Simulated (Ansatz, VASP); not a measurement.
# One calculation of Ta4O, two programs

```
Ta O
1.0
     3.25750    0.00000    0.00000
     0.00000    3.25750    0.00000
     0.00000    0.00000    7.40934
Ta O
4 1
Direct
  0.00000 0.00000 0.50000
  0.50000 0.50000 0.78316
  0.50000 0.50000 0.21684
  0.00000 0.00000 0.00000
  0.50000 0.50000 0.50000
```

Alike in both runs: task relaxation of cell and atoms; functional PBE; k mesh 12 × 12 × 6; occupations gaussian, width 0.1 eV; no spin polarisation.

|  | VASP | Ansatz |
| --- | --- | --- |
| version | VASP 6.6.1 | Ansatz 0.2.0 |
| potentials or method | VASP PAW PBE potentials, release 64 (Ta_pv, O), cutoff 600 eV | scalar-relativistic, plane waves, PAW |
| valence electrons in the cell | 50 | 58 |

VASP gave:

| Property | Result |
| --- | --- |
| gap on the k mesh at the Fermi level, each at its own relaxed structure (eV) | none |
| relaxed volume (Å³/atom) | 15.68 |
| relaxed cell length with the largest relative difference (Å) | 7.400 |

Question: Estimate Ansatz's values.

Answer: gap on the k mesh at the Fermi level, each at its own relaxed structure (eV): none; relaxed volume (Å³/atom): 15.67; relaxed cell length with the largest relative difference (Å): 7.396.

A gap of «none» marks a metal or a gap that the smearing closes. VASP's potentials hold 50 valence electrons a cell and Ansatz's 58, so a difference there can come from the potentials and not from the codes.

Neither program's run includes spin-orbit coupling.
